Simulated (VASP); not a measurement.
# Ti (Fd-3m) in VASP: notebook

Ti is run at these levels: LDA; tasks: single point, relaxation of cell and atoms.

Program: VASP 6.6.1. These are calculated values, not measurements. Logs are shortened: lines on timing, memory, paths and dates and some standing lists are left out, and cuts for length are marked.

### 1 The cell of the first run

Symmetry: Fd-3m, No. 227, cubic system. Conventional cell: a = 5.377 Å, b = 5.377 Å, c = 5.377 Å, α = 90.00°, β = 90.00°, γ = 90.00°. Ti (site symmetry -43m) has 4 Ti at 2.33 Å within 3.1 Å.

### 2 Single point, LDA

INCAR reads:

```
SYSTEM = Ti
PREC = Accurate ; ENCUT = 500
EDIFF = 1E-6 ; ISMEAR = -1
SIGMA = 0.1 ; LREAL = .FALSE.
LASPH = .TRUE. ; NELM = 120
ALGO = Normal ; ISIF = 2
LWAVE = .FALSE. ; LCHARG = .TRUE.
LELF = .TRUE. ; LVHAR = .TRUE.
NBANDS = 19 ; GGA_COMPAT = .FALSE.
```

KPOINTS reads:

```
Automatic mesh
0
G
  6 6 6
  0 0 0
```

POSCAR reads:

```
Ti
1.0
    0.0000000000      2.6884893175      2.6884893175
    2.6884893175      0.0000000000      2.6884893175
    2.6884893175      2.6884893175      0.0000000000
Ti
2
Direct
    0.0000000000      0.0000000000      0.0000000000
    0.2500000000      0.2500000000      0.2500000000
```

Potentials or basis: VASP PAW LDA potentials, release 64 (Ti_sv).

The run is started by

```
$ cat potpaw_LDA.64/Ti_sv/POTCAR > POTCAR
$ mpirun -np 1 vasp_std > vasp.out
```

OUTCAR:

```text
SYSTEM = Ti
   PREC = Accurate
   ENCUT = 500
   EDIFF = 1E-6
   ISMEAR = -1
   LREAL = .FALSE.
   LASPH = .TRUE.
   NELM = 120
   ISIF = 2

 ion  position               nearest neighbor table
   1  0.000  0.000  0.000-   2 2.33   2 2.33   2 2.33   2 2.33
   2  0.250  0.250  0.250-   1 2.33   1 2.33   1 2.33   1 2.33

  LATTYP: Found a face centered cubic cell.
 ALAT       =     5.3769786350

  Lattice vectors:

 A1 = (   0.0000000000,   2.6884893175,   2.6884893175)
 A2 = (   2.6884893175,   0.0000000000,   2.6884893175)
 A3 = (   2.6884893175,   2.6884893175,   0.0000000000)

Analysis of symmetry for initial positions (statically):
=====================================================================
 Subroutine PRICEL returns:
 Original cell was already a primitive cell.

 Routine SETGRP: Setting up the symmetry group for a
 face centered cubic supercell.

 Subroutine GETGRP returns: Found 48 space group operations
 (whereof 24 operations were pure point group operations)
 out of a pool of 48 trial point group operations.

The static configuration has the point symmetry T_d .
 The point group associated with its full space group is O_h .

Analysis of symmetry for dynamics (positions and initial velocities):
=====================================================================
 Subroutine PRICEL returns:
 Original cell was already a primitive cell.

 Routine SETGRP: Setting up the symmetry group for a
 face centered cubic supercell.

 Subroutine GETGRP returns: Found 48 space group operations
 (whereof 24 operations were pure point group operations)
 out of a pool of 48 trial point group operations.

The dynamic configuration has the point symmetry T_d .
 The point group associated with its full space group is O_h .

 Subroutine INISYM returns: Found 48 space group operations
 (whereof 24 operations are pure point group operations),
 and found     1 'primitive' translations

----------------------------------------------------------------------------------------

                                     Primitive cell

  volume of cell :      38.8647

  direct lattice vectors                    reciprocal lattice vectors
     0.000000000  2.688489318  2.688489318    -0.185978050  0.185978050  0.185978050
     2.688489318  0.000000000  2.688489318     0.185978050 -0.185978050  0.185978050
     2.688489318  2.688489318  0.000000000     0.185978050  0.185978050 -0.185978050
[... 70 lines left out ...]
   LNONCOLLINEAR =      F non collinear calculations
   LSORBIT =      F    spin-orbit coupling
   LASPH  =      T    aspherical Exc in radial PAW
   ENCUT  =  500.0 eV  36.75 Ry    6.06 a.u.   6.93  6.93  6.93*2*pi/ulx,y,z
   NELM   =    120;   NELMIN=  2; NELMDL= -5     # of ELM steps
   EDIFF  = 0.1E-05   stopping-criterion for ELM
   LREAL  =      F    real-space projection
   EDIFFG = 0.1E-04   stopping-criterion for IOM
   NSW    =      0    number of steps for IOM
   IBRION =     -1    ionic relax: 0-MD 1-quasi-New 2-CG
   NFREE  =      0    steps in history (QN), initial steepest desc. (CG)
   ISIF   =      2    stress and relaxation
   ISYM   =      2    0-nonsym 1-usesym 2-fastsym
   POTIM  = 0.5000    time-step for ionic-motion
   TEBEG  =    0.0;   TEEND  =   0.0 temperature during run
   PSTRESS=    0.0 pullay stress
   NELECT =      24.0000    total number of electrons
   NUPDOWN=      -1.0000    fix difference up-down
   EMIN   =  10.00;   EMAX   =-10.00  energy-range for DOS
   EFERMI =   0.00;   METHOD = LEGACY
   ISMEAR =    -1;   SIGMA  =   0.10  broadening in eV -4-tet -1-fermi 0-gaus
   EFERMI_NEDOS =   21; number of points for ismear=-14 and -15
   IALGO  =     38    algorithm
   IMIX   =      4    mixing-type and parameters
     AMIX     =   0.40;   BMIX     =  1.00
     AMIX_MAG =   1.60;   BMIX_MAG =  1.00
  volume/ion in A,a.u.               =      19.43       131.14
  Fermi-wavevector in a.u.,A,eV,Ry     =   1.394099  2.634465 26.443084  1.943512
  Thomas-Fermi vector in A             =   2.517681
   LORBIT       =      0    0 simple, 1 ext, 2 COOP (PROOUT), +10 PAW based schemes
   GGA     = CA    functional components
   LHFCALC =     F    Hartree Fock is set to
   AEXX    =    0.0000 exact exchange contribution
   IVDW    =     0    specifies the selected vdW correction
   LEPSILON=     F    determine dielectric tensor
   LRPA    =     F    only Hartree local field effects (RPA)
 non-spin polarized calculation
  energy-cutoff  :      500.00
  volume of cell :       38.86
 maximum number of plane-waves:      1002
   NGX = 13   NGY = 13   NGZ = 13

 number of electron      23.9999987 magnetization

 Free energy of the ion-electron system (eV)
  ---------------------------------------------------
  ext. energy  EPLUGINS =         0.00000000
  ---------------------------------------------------
  free energy    TOTEN  =       -12.60336183 eV

  energy without entropy =      -12.42376394  energy(sigma->0) =      -12.51356288

 E-fermi :   6.5565     XC(G=0): -10.9302

 val. band max:        6.5299177495   @ k =   0.3333   0.1667   0.0000
 cond. band min:       6.6019007719   @ k =   0.5000   0.1667   0.0000
 fundamental gap:      0.0719830224
 Fermi energy:         6.5565265443

 k-point     1 :       0.0000    0.0000    0.0000
  band No.  band energies     occupation
      1     -49.4522      2.00000
      2     -48.5704      2.00000
      3     -26.3185      2.00000
      4     -26.3185      2.00000
      5     -26.3185      2.00000
      6     -25.2138      2.00000
[... 329 lines left out ...]
      6     -25.7679      2.00000
[... 11 lines left out ...]
     18      11.1196      0.00000
     19      11.4589      0.00000

------------------------ aborting loop because EDIFF is reached ----------------------------------------

  FORCE on cell =-STRESS in cart. coord.  units (eV):
  Direction    XX          YY          ZZ          XY          YZ          ZX
  --------------------------------------------------------------------------------------
  -------------------------------------------------------------------------------------
  Total        0.1360006      0.1360006      0.1360006      0.0000000      0.0000000      0.0000000
  in kB        5.6065580      5.6065580      5.6065580      0.0000000      0.0000000      0.0000000
  external PRESSURE =       5.6065580 kB  Pullay stress =       0.0000000 kB

 VOLUME and BASIS-vectors are now :
 -----------------------------------------------------------------------------
  energy-cutoff  :      500.00
  volume of cell :       38.86
      direct lattice vectors                 reciprocal lattice vectors
     0.000000000  2.688489318  2.688489318    -0.185978050  0.185978050  0.185978050
     2.688489318  0.000000000  2.688489318     0.185978050 -0.185978050  0.185978050
     2.688489318  2.688489318  0.000000000     0.185978050  0.185978050 -0.185978050

 POSITION                                       TOTAL-FORCE (eV/Angst)
 -----------------------------------------------------------------------------------
      0.00000      0.00000      0.00000        -0.000000     -0.000000     -0.000000
      1.34424      1.34424      1.34424         0.000000      0.000000      0.000000
 -----------------------------------------------------------------------------------
    total drift:                                0.000000      0.000000      0.000000

  FREE ENERGIE OF THE ION-ELECTRON SYSTEM (eV)
  ---------------------------------------------------
  free  energy   TOTEN  =       -12.6033618261 eV

  energy  without entropy=      -12.4237639356  energy(sigma->0) =      -12.51356288
```

OSZICAR:

```text
N       E                     dE             d eps       ncg     rms          rms(c)
DAV:   1     0.267425423419E+03    0.26743E+03   -0.12364E+04   608   0.148E+03
DAV:   2     0.104086739803E+02   -0.25702E+03   -0.25291E+03   614   0.431E+02
DAV:   3    -0.119493036953E+02   -0.22358E+02   -0.21600E+02  1170   0.117E+02
DAV:   4    -0.130678744282E+02   -0.11186E+01   -0.10681E+01   696   0.233E+01
DAV:   5    -0.131151358696E+02   -0.47261E-01   -0.47234E-01   904   0.399E+00    0.104E+01
DAV:   6    -0.125384021855E+02    0.57673E+00   -0.38386E+00   769   0.159E+01    0.346E+00
DAV:   7    -0.125695139666E+02   -0.31112E-01   -0.15647E-01   812   0.312E+00    0.247E+00
DAV:   8    -0.126022913848E+02   -0.32777E-01   -0.72787E-02   793   0.183E+00    0.386E-01
DAV:   9    -0.126029247996E+02   -0.63341E-03   -0.78115E-03   817   0.613E-01    0.327E-01
DAV:  10    -0.126033564243E+02   -0.43162E-03   -0.27849E-03   644   0.446E-01    0.297E-02
DAV:  11    -0.126033621669E+02   -0.57426E-05   -0.10739E-04   894   0.603E-02    0.757E-03
DAV:  12    -0.126033618261E+02    0.34083E-06   -0.70115E-06   709   0.231E-02
   1 F= -.12603362E+02 E0= -.12513563E+02  d E =-.179598E+00
```

stdout:

```text
POSCAR found type information on POSCAR Ti
 POSCAR found :  1 types and       2 ions
 scaLAPACK will be used
 LDA part: xc-table for (Slater(with rela. corr.)+CA(PZ))
 , standard interpolation
 POSCAR, INCAR and KPOINTS ok, starting setup
 FFT: planning ... GRIDC
 FFT: planning ... GRID_SOFT
 FFT: planning ... GRID
 WAVECAR not read
 entering main loop
```

Run time: 7.9 s. Hardware: 1 thread of Intel Xeon Platinum 8488C (Sapphire Rapids), shared host; peak memory 0.14 GiB.

What came out:

- Free energy: -12.6034 eV
- Pressure: 0.6 GPa
- Band gap on the k mesh: zero (band 12 reaches 6.67 eV, above the bottom of band 13 at 6.35 eV)

### 3 Single point, LDA

This run uses another cell than the first one, of 19.17 Å³/atom, 0.987 times its volume.

INCAR reads:

```
PREC = Accurate
ENCUT = 500
EDIFF = 1E-6
ISMEAR = -1
SIGMA = 0.1
LREAL = False
LASPH = True
NELM = 120
ALGO = Normal
ISIF = 2
LWAVE = False
LCHARG = False
GGA = CA
NBANDS = 19
GGA_COMPAT = False
```

KPOINTS reads:

```
regular mesh
0
Gamma
  7 7 7
```

POSCAR reads:

```
Ti
1.0
    0.0000000000      2.6765347444      2.6765347444
    2.6765347444      0.0000000000      2.6765347444
    2.6765347444      2.6765347444      0.0000000000
Ti
2
Direct
    0.0000000000      0.0000000000      0.0000000000
    0.2500000000      0.2500000000      0.2500000000
```

Potentials or basis: VASP PAW LDA potentials, release 64 (Ti_sv).

The run is started by

```
$ cat potpaw_LDA.64/Ti_sv/POTCAR > POTCAR
$ mpirun -np 1 vasp_std > vasp.out
```

Wall time 8.8 s (1 thread of Intel Xeon Platinum 8488C (Sapphire Rapids), shared host); peak memory 0.14 GiB.

It converged, with:

```
Free energy            : -12.6154 eV
Pressure               : 0.5 GPa
Band gap on the k mesh : zero (band 12 reaches 6.90 eV, above the bottom of band 13 at 6.56 eV)
```

Levels at points of the mesh, in eV from the Fermi level:
```csv
k point,band 9,band 10,band 11,band 12,band 13,band 14,band 15,band 16
"(0.00, 0.00, 0.00)",-5.08,-0.95,-0.95,-0.17,-0.17,-0.17,2.00,2.00
```

### 4 Single point, LDA

This run uses another cell than the first one, of 18.79 Å³/atom, 0.967 times its volume.

INCAR reads:

```
SYSTEM = Ti
PREC = Accurate
ENCUT = 500
EDIFF = 1E-6
ISMEAR = -1
SIGMA = 0.1
LREAL = .False.
LASPH = .True.
NELM = 120
ALGO = Normal
ISIF = 2
LWAVE = .False.
LCHARG = .True.
LELF = .True.
LVHAR = .True.
NBANDS = 19
GGA_COMPAT = .False.
```

KPOINTS reads:

```
Automatic mesh
0
Gamma
  7 7 7
  0 0 0
```

POSCAR reads:

```
Ti
1.0
    0.0000000000      2.6585708827      2.6585708827
    2.6585708827      0.0000000000      2.6585708827
    2.6585708827      2.6585708827      0.0000000000
Ti
2
Direct
    0.0000000000      0.0000000000      0.0000000000
    0.2500000000      0.2500000000      0.2500000000
```

The run is started by

```
$ cat potpaw_LDA.64/Ti_sv/POTCAR > POTCAR
$ mpirun -np 1 vasp_std > vasp.out
```

Wall time 9.8 s (1 thread of Intel Xeon Platinum 8488C (Sapphire Rapids), shared host); peak memory 0.13 GiB.

It converged, with:

```yaml
Free_energy: -12.6106 eV
Pressure: 1.5 GPa
Band_gap_on_the_k_mesh: zero (band 12 reaches 7.15 eV, above the bottom of band 13 at 6.76 eV)
```

Levels at points of the mesh, in eV from the Fermi level:
| k point | band 8 | band 9 | band 10 | band 11 | band 12 | band 13 | band 14 | band 15 | band 16 | band 17 |
| --- | --- | --- | --- | --- | --- | --- | --- | --- | --- | --- |
| (0.00, 0.00, 0.00) | -31.72 | -5.12 | -1.00 | -1.00 | -0.17 | -0.17 | -0.17 | 2.03 | 2.03 | 2.03 |

### 5 Single point, LDA

This run uses another cell than the first one, of 19.56 Å³/atom, 1.006 times its volume.

INCAR reads:

```
SYSTEM = Ti
  PREC = Accurate
  ENCUT = 500
  EDIFF = 1E-6
  ISMEAR = -1
  SIGMA = 0.1
  LREAL = .FALSE.
  LASPH = .TRUE.
  NELM = 120
  ALGO = Normal
  ISIF = 2
  LWAVE = .FALSE.
  LCHARG = .FALSE.
  NBANDS = 19
  GGA_COMPAT = .FALSE.
```

KPOINTS reads:

```
Automatic mesh
0
G
  7 7 7
  0 0 0
```

POSCAR reads:

```
Ti
1.0
    0.0000000000      2.6942606566      2.6942606566
    2.6942606566      0.0000000000      2.6942606566
    2.6942606566      2.6942606566      0.0000000000
Ti
2
Direct
    0.0000000000      0.0000000000      0.0000000000
    0.2500000000      0.2500000000      0.2500000000
```

The run is started by

```
$ cat potpaw_LDA.64/Ti_sv/POTCAR > POTCAR
$ mpirun -np 1 vasp_std > vasp.out
```

Wall time 11 s (1 thread of Intel Xeon Platinum 8488C (Sapphire Rapids), shared host); peak memory 0.14 GiB.

It converged, with:

```yaml
Free_energy: -12.6163 eV
Pressure: -0.1 GPa
Band_gap_on_the_k_mesh: zero (band 12 reaches 6.66 eV, above the bottom of band 13 at 6.36 eV)
```

Levels at points of the mesh, in eV from the Fermi level:
```tsv
k point	band 10	band 11	band 12	band 13	band 14	band 15
(0.00, 0.00, 0.00)	-0.90	-0.90	-0.16	-0.16	-0.16	1.96
```

### 6 Relaxation of cell and atoms, LDA

This run uses another cell than the first one, of 22.91 Å³/atom, 1.179 times its volume.

INCAR reads:

```
SYSTEM = Ti
PREC = Accurate ; ENCUT = 500
EDIFF = 1E-7 ; ISMEAR = -1
SIGMA = 0.1 ; LREAL = .FALSE.
LASPH = .TRUE. ; NELM = 120
ALGO = Normal ; ISIF = 3
LWAVE = .FALSE. ; LCHARG = .FALSE.
IBRION = 2 ; NSW = 50
EDIFFG = -0.02 ; GGA_COMPAT = .FALSE.
NELMIN = 4
```

KPOINTS reads:

```
Automatic mesh
0
G
  6 6 6
  0 0 0
```

POSCAR reads:

```
Ti
1.0
    0.0000000000      2.8400000000      2.8400000000
    2.8400000000      0.0000000000      2.8400000000
    2.8400000000      2.8400000000      0.0000000000
Ti
2
Direct
    0.0000000000      0.0000000000      0.0000000000
    0.2500000000      0.2500000000      0.2500000000
```

Potentials or basis: VASP PAW LDA potentials, release 64 (Ti_sv).

The run is started by

```
$ cat potpaw_LDA.64/Ti_sv/POTCAR > POTCAR
$ mpirun -np 1 vasp_std > vasp.out
```

It took 44 s on 1 thread of Intel Xeon Platinum 8375C at 2.90GHz (Ice Lake), shared host; peak memory 0.15 GiB.

Results (log left out):

```
Free energy                            : -12.6063 eV
Relaxed volume                         : 19.72 Å³/atom
Relaxed cell                           : a = 3.821 Å, b = 3.821 Å, c = 3.821 Å, α = 60.00°, β = 60.00°, γ = 60.00°
Space group after relaxing (to 0.05 Å) : Fd-3m (No. 227)
Energy gained by relaxing              : 57.5 meV/atom
Ionic steps                            : 4
Pressure after relaxing                : 0.0 GPa
Band gap on the k mesh                 : zero (band 12 reaches 6.52 eV, above the bottom of band 13 at 6.22 eV)
```

The path:
```csv
step,energy change (eV),largest force (eV/Å),pressure (GPa),volume (Å³)
1,0.0000,0.0000,-5.23,45.81
2,-0.1071,0.0000,-1.57,41.03
3,-0.1146,0.0000,-0.30,39.74
4,-0.1149,0.0000,-0.03,39.44
```

Final structure:
```
CELL_PARAMETERS angstrom
0.00000 2.70178 2.70178
2.70178 0.00000 2.70178
2.70178 2.70178 0.00000
ATOMIC_POSITIONS crystal
Ti 0.00000 0.00000 0.00000
Ti 0.25000 0.25000 0.25000
```

Levels at points of the mesh, in eV from the Fermi level:
| k point | band 8 | band 9 | band 10 | band 11 | band 12 | band 13 | band 14 | band 15 | band 16 |
| --- | --- | --- | --- | --- | --- | --- | --- | --- | --- |
| (0.00, 0.00, 0.00) | -31.80 | -4.99 | -0.86 | -0.86 | -0.14 | -0.14 | -0.14 | 1.97 | 1.97 |
| (0.50, 0.00, 0.00) | -31.65 | -1.65 | -1.58 | -0.82 | -0.82 | -0.19 | -0.19 | 0.77 | 2.94 |
| (0.50, 0.50, 0.00) | -31.50 | -2.16 | -2.16 | -0.08 | -0.08 | 0.66 | 0.66 | 1.68 | 1.68 |

### 7 Relaxation of cell and atoms, LDA

INCAR reads:

```
SYSTEM = Ti
ALGO     = Normal         ! electronic algorithm
EDIFF    = 1E-7           ! SCF threshold, eV
EDIFFG   = -0.02          ! ionic threshold
ENCUT    = 500            ! plane-wave cutoff, eV
GGA_COMPAT= .False.      
IBRION   = 2              ! ionic algorithm
ISIF     = 3              ! what is computed and relaxed
ISMEAR   = -1             ! smearing method
LASPH    = .True.         ! aspherical terms in the spheres
LCHARG   = .False.        ! write CHGCAR
LREAL    = .False.        ! projectors in reciprocal space
LWAVE    = .False.        ! write WAVECAR
NELM     = 120            ! most SCF steps
NELMIN   = 4            
NSW      = 50             ! ionic steps
PREC     = Accurate       ! precision mode
SIGMA    = 0.1            ! smearing width, eV
```

KPOINTS reads:

```
k-points
0
Gamma
  7 7 7
  0 0 0
```

POSCAR reads:

```
Ti
1.0
    0.0000000000      2.6884893175      2.6884893175
    2.6884893175      0.0000000000      2.6884893175
    2.6884893175      2.6884893175      0.0000000000
Ti
2
Direct
    0.0000000000      0.0000000000      0.0000000000
    0.2500000000      0.2500000000      0.2500000000
```

The run is started by

```
$ cat potpaw_LDA.64/Ti_sv/POTCAR > POTCAR
$ mpirun -np 1 vasp_std > vasp.out
```

Run time: 13 s. Hardware: 1 thread of Intel Xeon Platinum 8375C at 2.90GHz (Ice Lake), shared host; peak memory 0.14 GiB.

It converged, with:

```
Free energy             : -12.6164 eV
Pressure after relaxing : 0.0 GPa
Band gap on the k mesh  : zero (band 12 reaches 6.73 eV, above the bottom of band 13 at 6.43 eV)
```

Final structure:
```
CELL_PARAMETERS angstrom
0.00000 2.68849 2.68849
2.68849 0.00000 2.68849
2.68849 2.68849 0.00000
ATOMIC_POSITIONS crystal
Ti 0.00000 0.00000 0.00000
Ti 0.25000 0.25000 0.25000
```

Levels at points of the mesh, in eV from the Fermi level:
| k point | band 8 | band 9 | band 10 | band 11 | band 12 | band 13 | band 14 | band 15 | band 16 |
| --- | --- | --- | --- | --- | --- | --- | --- | --- | --- |
| (0.00, 0.00, 0.00) | -31.78 | -5.05 | -0.92 | -0.92 | -0.16 | -0.16 | -0.16 | 1.97 | 1.97 |

Caveat: the relaxation stopped at its first step, so nothing moved.

### 8 Summary

```csv
task,cell,k mesh,gap on the mesh (eV),pressure (GPa)
single point,"a = 3.802 Å, angles 60.0°, 2 atoms",6 × 6 × 6,none,0.6
single point,"a = 3.785 Å, angles 60.0°, 2 atoms",7 × 7 × 7,none,0.5
single point,"a = 3.760 Å, angles 60.0°, 2 atoms",7 × 7 × 7,none,1.5
single point,"a = 3.810 Å, angles 60.0°, 2 atoms",7 × 7 × 7,none,-0.1
relaxation of cell and atoms,"relaxed from a = 4.016 Å, angles 60.0°, 2 atoms",6 × 6 × 6,none,0.0
relaxation of cell and atoms,"relaxed from a = 3.802 Å, angles 60.0°, 2 atoms",7 × 7 × 7,none,0.0
```

Alike in all rows: level LDA; potentials or basis VASP PAW LDA potentials, release 64 (Ti_sv); no spin polarisation; cutoff (eV) 500; smearing fermi-dirac 0.1 eV.

Caveats: the relaxation stopped at its first step, so nothing moved (some runs).

Total energies depend on the potentials used, so only differences within one code and one set of settings carry meaning.
